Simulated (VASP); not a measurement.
# SiC in VASP: notebook, part 2 of 2

VASP 6.6.1.

### 4 Single point, HSE06 (uniaxial x strain -0.5%)

POSCAR

```
SiC
1.0
    0.0000000000      2.1780523450      2.1780523450
    2.1671620832      0.0000000000      2.1780523450
    2.1671620832      2.1780523450      0.0000000000
Si C
1 1
Direct
    0.0000000000      0.0000000000      0.0000000000
    0.2500000000      0.2500000000      0.2500000000
```

INCAR.step1

```
SYSTEM = SiC
PREC = Accurate ; ENCUT = 520
EDIFF = 1E-5 ; ISMEAR = 0
SIGMA = 0.01 ; LREAL = .FALSE.
LASPH = .TRUE. ; NELM = 60
ALGO = Normal ; ISIF = 2
LWAVE = .TRUE. ; NBANDS = 11
GGA = PE
```

INCAR.step2

```
SYSTEM = SiC
PREC = Accurate ; ENCUT = 520
EDIFF = 1E-7 ; ISMEAR = 0
SIGMA = 0.01 ; LREAL = .FALSE.
LASPH = .TRUE. ; NELM = 60
ALGO = Normal ; ISIF = 2
LWAVE = .FALSE. ; LCHARG = .TRUE.
GGA = PE ; LHFCALC = .TRUE.
HFSCREEN = 0.2079 ; PRECFOCK = Normal
LELF = .TRUE. ; LVHAR = .TRUE.
NBANDS = 11 ; ISTART = 1
```

KPOINTS

```
regular mesh
0
G
  8 8 8
  0 0 0
```

Potentials or basis: VASP PAW PBE potentials, release 64 (Si, C).

Run with:

```console
> cat potpaw_PBE.64/Si/POTCAR potpaw_PBE.64/C/POTCAR > POTCAR
> cp INCAR.step1 INCAR
> mpirun -np 1 vasp_std > vasp.out
> cp INCAR.step2 INCAR
> mpirun -np 1 vasp_std > vasp.out
```

OUTCAR:

```text
SYSTEM = SiC
   PREC = Accurate
   ENCUT = 520
   EDIFF = 1E-7
   ISMEAR = 0
   LREAL = .FALSE.
   LASPH = .TRUE.
   NELM = 60
   ISIF = 2
   GGA = PE
   LHFCALC = .TRUE.
   HFSCREEN = 0.2079
   PRECFOCK = Normal
   ISTART = 1

 ion  position               nearest neighbor table
   1  0.000  0.000  0.000-   2 1.88   2 1.88   2 1.88   2 1.88
   2  0.250  0.250  0.250-   1 1.88   1 1.88   1 1.88   1 1.88

  LATTYP: Found a body centered tetragonal cell.
 ALAT       =     3.0802311659
 C/A-ratio  =     1.4071424945

  Lattice vectors:

 A1 = (  -2.1671620832,   0.0000000000,  -2.1780523450)
 A2 = (  -2.1671620832,   0.0000000000,   2.1780523450)
 A3 = (   2.1671620832,   2.1780523450,   0.0000000000)

Analysis of symmetry for initial positions (statically):
=====================================================================
 Subroutine PRICEL returns:
 Original cell was already a primitive cell.

 Routine SETGRP: Setting up the symmetry group for a
 body centered tetragonal supercell.

 Subroutine GETGRP returns: Found  8 space group operations
 (whereof  8 operations were pure point group operations)
 out of a pool of 16 trial point group operations.

The static configuration has the point symmetry D_2d.

Analysis of symmetry for dynamics (positions and initial velocities):
=====================================================================
 Subroutine PRICEL returns:
 Original cell was already a primitive cell.

 Routine SETGRP: Setting up the symmetry group for a
 body centered tetragonal supercell.

 Subroutine GETGRP returns: Found  8 space group operations
 (whereof  8 operations were pure point group operations)
 out of a pool of 16 trial point group operations.

The dynamic configuration has the point symmetry D_2d.

 Subroutine INISYM returns: Found  8 space group operations
 (whereof  8 operations are pure point group operations),
 and found     1 'primitive' translations

----------------------------------------------------------------------------------------

                                     Primitive cell

  volume of cell :      20.5617

  direct lattice vectors                    reciprocal lattice vectors
     0.000000000  2.178052345  2.178052345    -0.230716477  0.229562894  0.229562894
     2.167162083  0.000000000  2.178052345     0.230716477 -0.229562894  0.229562894
     2.167162083  2.178052345  0.000000000     0.230716477  0.229562894 -0.229562894

  length of vectors
     3.080231166  3.072540238  3.072540238     0.398281731  0.398281731  0.398281731

  position of ions in fractional coordinates (direct lattice)
     0.000000000  0.000000000  0.000000000
     0.250000000  0.250000000  0.250000000

  ion indices of the primitive-cell ions
   primitive index   ion index
                 1           1
                 2           2

----------------------------------------------------------------------------------------

 KPOINTS: regular mesh

Automatic generation of k-mesh.
 Grid dimensions read from file:
 generate k-points for:    8    8    8

 Generating k-lattice:

  Cartesian coordinates                     Fractional coordinates (reciprocal lattice)
    -0.028839560  0.028695362  0.028695362     0.125000000  0.000000000  0.000000000
[... 48 lines left out ...]
   NGXF,Y,Z  is equivalent  to a cutoff of  25.91, 25.97, 25.97 a.u.
 SYSTEM =  SiC
   PREC   = accura    normal or accurate (medium, high low for compatibility)
   ISTART =      1    job   : 0-new  1-cont  2-samecut
   ICHARG =      0    charge: 1-file 2-atom 10-const
   ISPIN  =      1    spin polarized calculation?
   LNONCOLLINEAR =      F non collinear calculations
   LSORBIT =      F    spin-orbit coupling
   LASPH  =      T    aspherical Exc in radial PAW
   ENCUT  =  520.0 eV  38.22 Ry    6.18 a.u.   5.73  5.71  5.71*2*pi/ulx,y,z
   NELM   =     60;   NELMIN=  2; NELMDL=  0     # of ELM steps
   EDIFF  = 0.1E-06   stopping-criterion for ELM
   LREAL  =      F    real-space projection
   EDIFFG = 0.1E-05   stopping-criterion for IOM
   NSW    =      0    number of steps for IOM
   IBRION =     -1    ionic relax: 0-MD 1-quasi-New 2-CG
   NFREE  =      0    steps in history (QN), initial steepest desc. (CG)
   ISIF   =      2    stress and relaxation
   ISYM   =      3    0-nonsym 1-usesym 2-fastsym
   POTIM  = 0.5000    time-step for ionic-motion
   TEBEG  =    0.0;   TEEND  =   0.0 temperature during run
   PSTRESS=    0.0 pullay stress
   NELECT =       8.0000    total number of electrons
   NUPDOWN=      -1.0000    fix difference up-down
   EMIN   =  10.00;   EMAX   =-10.00  energy-range for DOS
   EFERMI =   0.00;   METHOD = LEGACY
   ISMEAR =     0;   SIGMA  =   0.01  broadening in eV -4-tet -1-fermi 0-gaus
   EFERMI_NEDOS =   21; number of points for ismear=-14 and -15
   IALGO  =     38    algorithm
   IMIX   =      1    mixing-type and parameters
     AMIX     =   0.40;   BMIX     =  1.00
     AMIX_MAG =   1.60;   BMIX_MAG =  1.00
  volume/ion in A,a.u.               =      10.28        69.38
  Fermi-wavevector in a.u.,A,eV,Ry     =   1.195140  2.258487 19.434016  1.428360
  Thomas-Fermi vector in A             =   2.331113
   LORBIT       =      0    0 simple, 1 ext, 2 COOP (PROOUT), +10 PAW based schemes
   GGA     = PE    functional components
   LHFCALC =     T    Hartree Fock is set to
   PRECFOCK=normal    Normal, Fast or Accurate (Low or Medium for compatibility)
   ENCUT4O =  -1.0   cutoff for four orbital integrals eV
   NKREDX  =     1    reduce k-point grid by
   NKREDY  =     1    reduce k-point grid by
   NKREDZ  =     1    reduce k-point grid by
   AEXX    =    0.2500 exact exchange contribution
   HFSCREEN=    0.2079 screening length (either q_TF or 0.3 A-1)
   HFSCREENC=   0.2079 screening length for correlation (either q_TF or 0.3 A-1)
   ENCUTFOCK=  -1.0 apply spherical cutoff to Coloumb kernel
   IVDW    =     0    specifies the selected vdW correction
   LEPSILON=     F    determine dielectric tensor
   LRPA    =     F    only Hartree local field effects (RPA)
 non-spin polarized calculation
 Gauss-broadening in eV      SIGMA  =   0.01
  energy-cutoff  :      520.00
  volume of cell :       20.56
 maximum number of plane-waves:       568
  NGX = 18; NGY = 18; NGZ = 18

 number of electron       8.0000001 magnetization

 Free energy of the ion-electron system (eV)
  ---------------------------------------------------
  ext. energy  EPLUGINS =         0.00000000
  ---------------------------------------------------
  free energy    TOTEN  =       -17.42374942 eV

  energy without entropy =      -17.42374942  energy(sigma->0) =      -17.42374942

 E-fermi :   7.7452     XC(G=0):  -9.3782

 val. band max:        7.5840422839   @ k =   0.0000   0.0000   0.0000
 cond. band min:       9.7565098307   @ k =   0.0000   0.5000   0.5000
 fundamental gap:      2.1724675468
 Fermi energy:         7.7451799906

 k-point     1 :       0.0000    0.0000    0.0000
  band No.  band energies     occupation
      1      -9.4774      2.00000
      2       7.5490      2.00000
      3       7.5490      2.00000
      4       7.5840      2.00000
      5      15.1726      0.00000
      6      16.1853      0.00000
      7      16.1990      0.00000
      8      16.1990      0.00000
      9      23.6018      0.00000
     10      23.7616      0.00000
     11      25.6393      0.00000
[... 309 lines left out ...]
 k-point    24 :       0.3750    0.1250    0.1250
  band No.  band energies     occupation
      1      -7.4470      2.00000
      2       1.9301      2.00000
      3       5.1093      2.00000
      4       6.8950      2.00000
      5      15.3859      0.00000
      6      16.4770      0.00000
      7      16.9228      0.00000
      8      18.7191      0.00000
      9      21.0405      0.00000
     10      24.2102      0.00000
     11      26.6969      0.00000

 [... further k-points ...]

------------------------ aborting loop because EDIFF is reached ----------------------------------------

  FORCE on cell =-STRESS in cart. coord.  units (eV):
  Direction    XX          YY          ZZ          XY          YZ          ZX
  --------------------------------------------------------------------------------------
  -------------------------------------------------------------------------------------
  Total        0.0717928     -0.1049075     -0.1049075      0.0000000      0.0000000      0.0000000
  in kB        5.5941437     -8.1744605     -8.1744605      0.0000000      0.0000000      0.0000000
  external PRESSURE =      -3.5849258 kB  Pullay stress =       0.0000000 kB

 VOLUME and BASIS-vectors are now :
 -----------------------------------------------------------------------------
  energy-cutoff  :      520.00
  volume of cell :       20.56
      direct lattice vectors                 reciprocal lattice vectors
     0.000000000  2.178052345  2.178052345    -0.230716477  0.229562894  0.229562894
     2.167162083  0.000000000  2.178052345     0.230716477 -0.229562894  0.229562894
     2.167162083  2.178052345  0.000000000     0.230716477  0.229562894 -0.229562894

 POSITION                                       TOTAL-FORCE (eV/Angst)
 -----------------------------------------------------------------------------------
      0.00000      0.00000      0.00000         0.000000     -0.000000     -0.000000
      1.08358      1.08903      1.08903        -0.000000      0.000000      0.000000
 -----------------------------------------------------------------------------------
    total drift:                               -0.000000      0.000000      0.000000

  FREE ENERGIE OF THE ION-ELECTRON SYSTEM (eV)
  ---------------------------------------------------
  free  energy   TOTEN  =       -17.4237494208 eV

  energy  without entropy=      -17.4237494208  energy(sigma->0) =      -17.42374942
```

It took 1.5 h on 1 thread of Oxide Virtual Turin-like, shared host; peak memory 0.23 GiB.

Results:

| Quantity | Value |
| --- | --- |
| Free energy | -17.4237 eV |
| Pressure | -0.4 GPa |
| Band gap on the k mesh | 2.17 eV (least direct gap 5.73 eV) |

Caveat: the cell differs from its parent crystal (uniaxial x strain -0.5%); the PAW data sets were made with another functional, which shifts forces and pressure a little. A k mesh can miss the band edges.

### 5 Single point, HSE06 (strain along [111] +1.0%)

POSCAR

```
SiC
1.0
    0.0145203490      2.1925726939      2.1925726939
    2.1925726939      0.0145203490      2.1925726939
    2.1925726939      2.1925726939      0.0145203490
Si C
1 1
Direct
    0.0002702081      0.0002702081      0.0002702081
    0.2497297919      0.2497297919      0.2497297919
```

INCAR.step1

```
SYSTEM = SiC
  ALGO = Normal
  EDIFF = 1E-5
  ENCUT = 520
  GGA = PE
  ISIF = 2
  ISMEAR = 0
  LASPH = .True.
  LCHARG = .False.
  LREAL = .False.
  LWAVE = .True.
  NBANDS = 11
  NELM = 100
  PREC = Accurate
  SIGMA = 0.01
```

INCAR.step2

```
SYSTEM = SiC
  ALGO = Normal
  EDIFF = 1E-7
  ENCUT = 520
  GGA = PE
  HFSCREEN = 0.2079
  ISIF = 2
  ISMEAR = 0
  ISTART = 1
  LASPH = .True.
  LCHARG = .False.
  LHFCALC = .True.
  LREAL = .False.
  LWAVE = .False.
  NBANDS = 11
  NELM = 100
  PREC = Accurate
  PRECFOCK = Normal
  SIGMA = 0.01
```

KPOINTS

```
k-points
0
Gamma
  8 8 8
  0 0 0
```

Run with:

```console
> cat potpaw_PBE.64/Si/POTCAR potpaw_PBE.64/C/POTCAR > POTCAR
> cp INCAR.step1 INCAR
> mpirun -np 1 vasp_std > vasp.out
> cp INCAR.step2 INCAR
> mpirun -np 1 vasp_std > vasp.out
```

Run time: 60 min. Hardware: 1 thread of Oxide Virtual Turin-like, shared host; peak memory 0.23 GiB.

The run converged. Its results:

```
Free energy            : -17.4180 eV
Pressure               : -3.7 GPa
Band gap on the k mesh : 2.20 eV (least direct gap 5.65 eV)
```

Forces on the atoms (eV/Å):
```
Si   0.002  0.002  0.002
C   -0.002 -0.002 -0.002
```

Stress tensor (GPa, compression positive):
```
-3.71 -1.70 -1.70
-1.70 -3.71 -1.70
-1.70 -1.70 -3.71
```

Levels at points of the mesh, in eV from the valence-band top:
```tsv
k point	band 1	band 2	band 3	band 4	band 5	band 6	band 7	band 8	band 9
(0.00, 0.00, 0.00)	-16.95	-0.09	0.00	0.00	7.36	8.38	8.57	8.57	15.99
(0.50, 0.00, 0.00)	-13.10	-9.32	-1.22	-1.19	6.47	8.32	8.44	11.45	17.74
(0.50, 0.50, 0.00)	-11.58	-8.54	-3.57	-3.45	2.20	5.31	15.78	15.79	16.60
(0.50, 0.50, 0.50)	-13.21	-9.36	-1.12	-1.12	6.67	8.50	8.50	11.52	17.72
```

Caveat: the cell differs from its parent crystal (strain along [111] +1.0%); the cell stands under tension; the PAW data sets were made with another functional, which shifts forces and pressure a little. A k mesh can miss the band edges.

### 6 The runs side by side

```csv
cell,gap on the mesh (eV),pressure (GPa)
"a = 3.158, b = 3.158, c = 3.080 Å, angles 60.8, 60.8, 58.4°, 2 atoms, atomic positions A",2.00,-11.7
"a = 3.056 Å, angles 57.9°, 2 atoms, atomic positions B",1.91,17.9
"a = 3.080, b = 3.073, c = 3.073 Å, angles 60.2, 59.9, 59.9°, 2 atoms, atomic positions A",2.17,-0.4
"a = 3.101 Å, angles 59.6°, 2 atoms, atomic positions C",2.20,-3.7
```

Alike in all rows: task single point; level HSE06; potentials or basis VASP PAW PBE potentials, release 64 (Si, C); no spin polarisation; k mesh 8 × 8 × 8; cutoff (eV) 520; smearing gaussian 0.01 eV.

Caveats: the PAW data sets were made with another functional, which shifts forces and pressure a little; the stress differs along the axes, from -22 to -7 GPa (at least some runs); the cell stands under pressure (at least some runs); the cell stands under tension (at least some runs).

Total energies depend on the potentials used, so only differences within one code and one set of settings carry meaning.
